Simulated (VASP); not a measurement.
# CeO2 (Fm-3m) in VASP: further runs

CeO2 is run at these levels: PBE, PBEsol+D3(BJ); tasks: single point.

Everything below comes from runs of VASP 6.6.1. Logs are shortened: lines on timing, memory, paths and dates and some standing lists are left out, and cuts for length are marked.

## Step 1: The cell of the first run

Symmetry: Fm-3m, No. 225, cubic system. Conventional cell: a = 5.410 Å, b = 5.410 Å, c = 5.410 Å, α = 90.00°, β = 90.00°, γ = 90.00°. Ce (site symmetry m-3m) has 8 O at 2.34 Å within 3.1 Å. O (site symmetry -43m) has 4 Ce at 2.34 Å and 6 O at 2.70 Å within 3.1 Å.

## Step 2: Single point, PBE

Input file INCAR:

```
  PREC = Accurate
  ENCUT = 520
  EDIFF = 1E-6
  ISMEAR = 0
  SIGMA = 0.05
  LREAL = F
  LASPH = T
  NELM = 80
  ALGO = Normal
  ISIF = 2
  LWAVE = F
  LCHARG = F
  GGA = PE
  NBANDS = 19
```

Input file KPOINTS:

```
Automatic mesh
0
Gamma
  8 8 8
```

Input file POSCAR:

```
CeO2
1.0
    0.0000000000      2.7048609279      2.7048609279
    2.7048609279      0.0000000000      2.7048609279
    2.7048609279      2.7048609279      0.0000000000
Ce O
1 2
Direct
    0.0000000000      0.0000000000      0.0000000000
    0.2500000000      0.2500000000      0.2500000000
    0.7500000000      0.7500000000      0.7500000000
```

Potentials or basis: VASP PAW PBE potentials, release 64 (Ce, O).

The run is started by

```
$ cat potpaw_PBE.64/Ce/POTCAR potpaw_PBE.64/O/POTCAR > POTCAR
$ mpirun -np 1 vasp_std > vasp.out
```

OUTCAR:

```text
PREC = Accurate
   ENCUT = 520
   EDIFF = 1E-6
   ISMEAR = 0
   LREAL = F
   LASPH = T
   NELM = 80
   ISIF = 2
   GGA = PE

 ion  position               nearest neighbor table
   1  0.000  0.000  0.000-   3 2.34   3 2.34   3 2.34   2 2.34   3 2.34   2 2.34   2 2.34   2 2.34

   2  0.250  0.250  0.250-   1 2.34   1 2.34   1 2.34   1 2.34
   3  0.750  0.750  0.750-   1 2.34   1 2.34   1 2.34   1 2.34

  LATTYP: Found a face centered cubic cell.
 ALAT       =     5.4097218558

  Lattice vectors:

 A1 = (   0.0000000000,   2.7048609279,   2.7048609279)
 A2 = (   2.7048609279,   0.0000000000,   2.7048609279)
 A3 = (   2.7048609279,   2.7048609279,   0.0000000000)

Analysis of symmetry for initial positions (statically):
=====================================================================
 Subroutine PRICEL returns:
 Original cell was already a primitive cell.

 Routine SETGRP: Setting up the symmetry group for a
 face centered cubic supercell.

 Subroutine GETGRP returns: Found 48 space group operations
 (whereof 48 operations were pure point group operations)
 out of a pool of 48 trial point group operations.

The static configuration has the point symmetry O_h .

Analysis of symmetry for dynamics (positions and initial velocities):
=====================================================================
 Subroutine PRICEL returns:
 Original cell was already a primitive cell.

 Routine SETGRP: Setting up the symmetry group for a
 face centered cubic supercell.

 Subroutine GETGRP returns: Found 48 space group operations
 (whereof 48 operations were pure point group operations)
 out of a pool of 48 trial point group operations.

The dynamic configuration has the point symmetry O_h .

 Subroutine INISYM returns: Found 48 space group operations
 (whereof 48 operations are pure point group operations),
 and found     1 'primitive' translations

----------------------------------------------------------------------------------------

                                     Primitive cell

  volume of cell :      39.5790

  direct lattice vectors                    reciprocal lattice vectors
     0.000000000  2.704860928  2.704860928    -0.184852387  0.184852387  0.184852387
     2.704860928  0.000000000  2.704860928     0.184852387 -0.184852387  0.184852387
     2.704860928  2.704860928  0.000000000     0.184852387  0.184852387 -0.184852387

  length of vectors
     3.825251009  3.825251009  3.825251009     0.320173727  0.320173727  0.320173727

  position of ions in fractional coordinates (direct lattice)
     0.000000000  0.000000000  0.000000000
     0.250000000  0.250000000  0.250000000
     0.750000000  0.750000000  0.750000000

  ion indices of the primitive-cell ions
   primitive index   ion index
                 1           1
                 2           2
                 3           3

----------------------------------------------------------------------------------------

 KPOINTS: Automatic mesh

Automatic generation of k-mesh.
 Grid dimensions read from file:
 generate k-points for:    8    8    8

 Generating k-lattice:

  Cartesian coordinates                     Fractional coordinates (reciprocal lattice)
    -0.023106548  0.023106548  0.023106548     0.125000000  0.000000000  0.000000000
     0.023106548 -0.023106548  0.023106548     0.000000000  0.125000000  0.000000000
     0.023106548  0.023106548 -0.023106548     0.000000000  0.000000000  0.125000000

  Length of vectors
     0.040021716  0.040021716  0.040021716

  Shift w.r.t. Gamma in fractional coordinates (k-lattice)
     0.000000000  0.000000000  0.000000000

 Subroutine IBZKPT returns following result:
 ===========================================

 Found     29 irreducible k-points:

 Following reciprocal coordinates:
            Coordinates               Weight
  0.000000  0.000000  0.000000      1.000000
  0.125000  0.000000  0.000000      8.000000
  0.250000  0.000000  0.000000      8.000000
  0.375000  0.000000  0.000000      8.000000
  0.500000  0.000000  0.000000      4.000000
  0.125000  0.125000  0.000000      6.000000
[... 16 lines left out ...]
  0.500000  0.250000  0.125000     48.000000
 -0.375000  0.250000  0.125000     24.000000
 [... further k-points ...]
   k-points           NKPTS =     29   k-points in BZ     NKDIM =     29   number of bands    NBANDS=     19
   number of dos      NEDOS =    301   number of ions     NIONS =      3
   total plane-waves  NPLWV =  21952
   dimension x,y,z NGX =    28 NGY =   28 NGZ =   28
   dimension x,y,z NGXF=    56 NGYF=   56 NGZF=   56
   ions per type =               1   2
   NGX,Y,Z   is equivalent  to a cutoff of  12.17, 12.17, 12.17 a.u.
   NGXF,Y,Z  is equivalent  to a cutoff of  24.34, 24.34, 24.34 a.u.
 SYSTEM =  unknown system
   PREC   = accura    normal or accurate (medium, high low for compatibility)
   ISTART =      0    job   : 0-new  1-cont  2-samecut
   ICHARG =      2    charge: 1-file 2-atom 10-const
   ISPIN  =      1    spin polarized calculation?
   LNONCOLLINEAR =      F non collinear calculations
   LSORBIT =      F    spin-orbit coupling
   LASPH  =      T    aspherical Exc in radial PAW
   ENCUT  =  520.0 eV  38.22 Ry    6.18 a.u.   7.11  7.11  7.11*2*pi/ulx,y,z
   NELM   =     80;   NELMIN=  2; NELMDL= -5     # of ELM steps
   EDIFF  = 0.1E-05   stopping-criterion for ELM
   LREAL  =      F    real-space projection
[... 7 lines left out ...]
   TEBEG  =    0.0;   TEEND  =   0.0 temperature during run
   PSTRESS=    0.0 pullay stress
   NELECT =      24.0000    total number of electrons
   NUPDOWN=      -1.0000    fix difference up-down
   EMIN   =  10.00;   EMAX   =-10.00  energy-range for DOS
   EFERMI =   0.00;   METHOD = LEGACY
   ISMEAR =     0;   SIGMA  =   0.05  broadening in eV -4-tet -1-fermi 0-gaus
   EFERMI_NEDOS =   21; number of points for ismear=-14 and -15
   IALGO  =     38    algorithm
   IMIX   =      4    mixing-type and parameters
     AMIX     =   0.40;   BMIX     =  1.00
     AMIX_MAG =   1.60;   BMIX_MAG =  1.00
  volume/ion in A,a.u.               =      13.19        89.03
  Fermi-wavevector in a.u.,A,eV,Ry     =   1.385661  2.618519 26.123951  1.920056
  Thomas-Fermi vector in A             =   2.510050
   LORBIT       =      0    0 simple, 1 ext, 2 COOP (PROOUT), +10 PAW based schemes
   GGA     = PE    functional components
   LHFCALC =     F    Hartree Fock is set to
   AEXX    =    0.0000 exact exchange contribution
   IVDW    =     0    specifies the selected vdW correction
   LEPSILON=     F    determine dielectric tensor
   LRPA    =     F    only Hartree local field effects (RPA)
 non-spin polarized calculation
 Gauss-broadening in eV      SIGMA  =   0.05
  energy-cutoff  :      520.00
  volume of cell :       39.58
 maximum number of plane-waves:      1090
   NGX = 15   NGY = 15   NGZ = 15

 number of electron      23.9999995 magnetization

 Free energy of the ion-electron system (eV)
  ---------------------------------------------------
  ext. energy  EPLUGINS =         0.00000000
  ---------------------------------------------------
  free energy    TOTEN  =       -26.20773453 eV

  energy without entropy =      -26.20773453  energy(sigma->0) =      -26.20773453

 E-fermi :   5.6662     XC(G=0): -11.3298

 val. band max:        5.3554873537   @ k =  -0.2500   0.2500   0.0000
 cond. band min:       7.3079977417   @ k =   0.5000   0.0000   0.0000
 fundamental gap:      1.9525103881
 Fermi energy:         5.6662473944

 k-point     1 :       0.0000    0.0000    0.0000
  band No.  band energies     occupation
      1     -27.0657      2.00000
      2     -10.9825      2.00000
      3     -10.0366      2.00000
      4      -9.2102      2.00000
      5      -9.2102      2.00000
      6      -9.2102      2.00000
[... 11 lines left out ...]
     18       8.2986      0.00000
     19       8.2986      0.00000

 k-point     2 :       0.1250    0.0000    0.0000
  band No.  band energies     occupation
      1     -27.0354      2.00000
      2     -11.5061      2.00000
      3     -10.1601      2.00000
      4      -9.2479      2.00000
      5      -9.2479      2.00000
      6      -8.6654      2.00000
[... 11 lines left out ...]
     18       8.2073      0.00000
     19       8.2073      0.00000

 k-point     3 :       0.2500    0.0000    0.0000
  band No.  band energies     occupation
      1     -26.9611      2.00000
      2     -12.3071      2.00000
      3     -10.4672      2.00000
      4      -9.3361      2.00000
      5      -9.3361      2.00000
      6      -7.7626      2.00000
[... 11 lines left out ...]
     18       8.1053      0.00000
     19       8.1053      0.00000

 k-point     4 :       0.3750    0.0000    0.0000
  band No.  band energies     occupation
      1     -26.8845      2.00000
      2     -12.8994      2.00000
      3     -10.7413      2.00000
      4      -9.4211      2.00000
      5      -9.4211      2.00000
      6      -7.0500      2.00000
[... 11 lines left out ...]
     18       8.1163      0.00000
     19       8.1428      0.00000

 k-point     5 :       0.5000    0.0000    0.0000
  band No.  band energies     occupation
      1     -26.8523      2.00000
      2     -13.1151      2.00000
      3     -10.8460      2.00000
      4      -9.4553      2.00000
      5      -9.4553      2.00000
      6      -6.7799      2.00000
[... 11 lines left out ...]
     18       8.1473      0.00000
     19       8.2251      0.00000
[... 334 lines left out ...]
      2     -13.4465      2.00000
      3     -10.7983      2.00000
      4      -9.8193      2.00000
      5      -9.8193      2.00000
      6      -6.0723      2.00000
[... 11 lines left out ...]
     18       7.9564      0.00000
     19       8.5811      0.00000

 k-point    22 :       0.3750    0.2500    0.1250
  band No.  band energies     occupation
      1     -26.9047      2.00000
      2     -12.6013      2.00000
      3     -11.1071      2.00000
      4      -9.4671      2.00000
      5      -8.8612      2.00000
      6      -7.4542      2.00000
[... 11 lines left out ...]
     18       7.9461      0.00000
     19       8.0989      0.00000

 k-point    23 :       0.5000    0.2500    0.1250
  band No.  band energies     occupation
      1     -26.8426      2.00000
      2     -12.8330      2.00000
      3     -11.7280      2.00000
      4      -9.5642      2.00000
      5      -8.3966      2.00000
      6      -7.2328      2.00000
[... 11 lines left out ...]
     18       7.9335      0.00000
     19       8.2457      0.00000

 k-point    24 :      -0.3750    0.2500    0.1250
  band No.  band energies     occupation
      1     -26.8165      2.00000
      2     -12.8954      2.00000
      3     -11.9832      2.00000
      4      -9.6072      2.00000
      5      -8.2119      2.00000
      6      -7.1581      2.00000
[... 11 lines left out ...]
     18       7.9273      0.00000
     19       8.3376      0.00000

 [... further k-points ...]

------------------------ aborting loop because EDIFF is reached ----------------------------------------

  FORCE on cell =-STRESS in cart. coord.  units (eV):
  Direction    XX          YY          ZZ          XY          YZ          ZX
  --------------------------------------------------------------------------------------
  -------------------------------------------------------------------------------------
  Total        1.3765957      1.3765957      1.3765957     -0.0000000     -0.0000000     -0.0000000
  in kB       55.7252683     55.7252683     55.7252683     -0.0000000     -0.0000000     -0.0000000
  external PRESSURE =      55.7252683 kB  Pullay stress =       0.0000000 kB

 VOLUME and BASIS-vectors are now :
 -----------------------------------------------------------------------------
  energy-cutoff  :      520.00
  volume of cell :       39.58
      direct lattice vectors                 reciprocal lattice vectors
     0.000000000  2.704860928  2.704860928    -0.184852387  0.184852387  0.184852387
     2.704860928  0.000000000  2.704860928     0.184852387 -0.184852387  0.184852387
     2.704860928  2.704860928  0.000000000     0.184852387  0.184852387 -0.184852387

 POSITION                                       TOTAL-FORCE (eV/Angst)
 -----------------------------------------------------------------------------------
      0.00000      0.00000      0.00000        -0.000000      0.000000     -0.000000
      1.35243      1.35243      1.35243         0.000000      0.000000      0.000000
      4.05729      4.05729      4.05729        -0.000000     -0.000000     -0.000000
 -----------------------------------------------------------------------------------
    total drift:                                0.000000      0.000000      0.000000

  FREE ENERGIE OF THE ION-ELECTRON SYSTEM (eV)
  ---------------------------------------------------
  free  energy   TOTEN  =       -26.2077345297 eV

  energy  without entropy=      -26.2077345297  energy(sigma->0) =      -26.20773453
```

Run time: 52 s. Hardware: 1 thread of AMD EPYC 7R13, shared host; peak memory 0.15 GiB.

What came out:

```
Free energy            : -26.2077 eV
Pressure               : 5.6 GPa
Band gap on the k mesh : 1.95 eV (least direct gap 2.06 eV)
```

Levels at points of the mesh, in eV from the valence-band top:
```tsv
k point	band 8	band 9	band 10	band 11	band 12	band 13	band 14	band 15	band 16	band 17
(0.00, 0.00, 0.00)	-3.88	-3.88	-0.62	-0.62	-0.62	2.28	2.28	2.28	2.53	2.94
(0.50, 0.00, 0.00)	-3.00	-1.27	-1.21	-0.80	-0.80	1.95	2.14	2.14	2.29	2.79
(0.50, 0.50, 0.00)	-1.19	-1.19	-0.80	-0.80	-0.63	1.99	2.09	2.09	2.26	2.60
```

Caveat: the cell stands under pressure; spin-orbit coupling is left out, which moves the levels of the heavy elements; semilocal functionals describe open f shells poorly, which spoils levels, moments and volumes.

(Continued in part 2 of 2.)
